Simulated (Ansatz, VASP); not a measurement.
## One calculation of KI, two programs

Contents of INCAR:

```
SYSTEM = KI
ALGO = Normal
EDIFF = 1E-6
ENCUT = 520
GGA = PS
ISIF = 2
ISMEAR = 0
LASPH = .TRUE.
LCHARG = .FALSE.
LREAL = .FALSE.
LWAVE = .FALSE.
NBANDS = 15
NELM = 80
PREC = Accurate
SIGMA = 0.05
```

File KPOINTS:

```
k-points
0
G
  6 6 6
  0 0 0
```

The input POSCAR:

```
KI
1.0
    0.0000000000      3.8065140000      3.2425860000
    3.8065140000      0.0000000000      3.2425860000
    3.8065140000      3.8065140000      0.0000000000
K I
1 1
Direct
    0.0000000000      0.0000000000      0.0000000000
    0.5000000000      0.5000000000      0.5000000000
```

Input for Ansatz:

```yaml
crystal:
  lattice:
    - [0.0, 3.806514, 3.242586]
    - [3.806514, 0.0, 3.242586]
    - [3.806514, 3.806514, 0.0]
  atoms:
    - { symbol: K, position: [0.0, 0.0, 0.0] }
    - { symbol: I, position: [0.5, 0.5, 0.5] }
basis:
  ecutwfc: 420
kpoints:
  mp_grid: { grid: [6, 6, 6] }
hamiltonian:
  xc: pbesol
scf:
  occupations: { method: gaussian, width: 0.05 }
output:
  forces: true
  stress: true
  eigenvalues: true
```

Change from the starting cell: strain +0.080 along x and y, -0.080 along z, atoms carried along.

Alike in both runs: task single point; functional PBEsol; k mesh 6 × 6 × 6; occupations gaussian, width 0.05 eV; no spin polarisation.

|  | VASP | Ansatz |
| --- | --- | --- |
| version | VASP 6.6.1 | Ansatz 0.2.0 |
| potentials or method | VASP PAW PBE potentials, release 64 (K_sv, I), cutoff 520 eV | scalar-relativistic, plane waves, PAW |
| valence electrons in the cell | 16 | 26 |

Ansatz gave:

* gap on the k mesh at the Fermi level (eV): 3.66
* least direct gap on the mesh (eV): 3.66
* pressure (GPa): 0.0
* traceless stress, the component that is largest in VASP (GPa): 2.70

**Question.** What did VASP give for the same quantities?

**Answer.** gap on the k mesh at the Fermi level (eV): 3.65; least direct gap on the mesh (eV): 3.65; pressure (GPa): 0.1; traceless stress, the component that is largest in VASP (GPa): 2.74.

VASP's potentials were made for PBE, not for PBEsol. With one functional, cell and mesh, what is left measures potentials, basis and numerics. VASP's potentials hold 16 valence electrons a cell and Ansatz's 26, so a difference there can come from the potentials and not from the codes.

Spin-orbit coupling is off throughout.
